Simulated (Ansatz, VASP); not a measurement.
Zn2GeN3: VASP beside Ansatz

```
CELL_PARAMETERS angstrom
3.00061 0.00000 0.00000
-1.50031 2.59861 0.00000
0.00000 0.00000 7.68045
ATOMIC_POSITIONS crystal
Zn 0.33333 0.66667 0.84053
Zn 0.66667 0.33333 0.15947
Ge 0.00000 0.00000 0.50000
N 0.33333 0.66667 0.35624
N 0.66667 0.33333 0.64376
N 0.00000 0.00000 0.00000
```

Change from the starting cell: species swapped into the Sn2GeTe3 type (P-3m1, No. 164).

Alike in both runs: functional PBE; k mesh 6 × 6 × 2; occupations gaussian, width 0.1 eV; no spin polarisation.

Ansatz relaxed the structure, and its values are those at the end. VASP's run is a single point on that final structure, the one shown.

```csv
,VASP,Ansatz
version,VASP 6.6.1,Ansatz 0.2.0
potentials or method,"VASP PAW PBE potentials, release 64 (Zn, Ge_d, N), cutoff 520 eV","scalar-relativistic, plane waves, PAW"
valence electrons in the cell,53,53
```

|  | VASP | Ansatz | Ansatz less VASP |
| --- | --- | --- | --- |
| gap on the k mesh at the Fermi level (eV) | none | none | - |
| pressure (GPa) | 0.2 | -0.4 | -0.61 |
| rms of the force components (eV/Å) | 0.009 | 0.001 | -0.0083 |

A gap of «none» marks a metal or a gap that the smearing closes.

The k mesh is coarse, so the values compare programs but aren't converged.
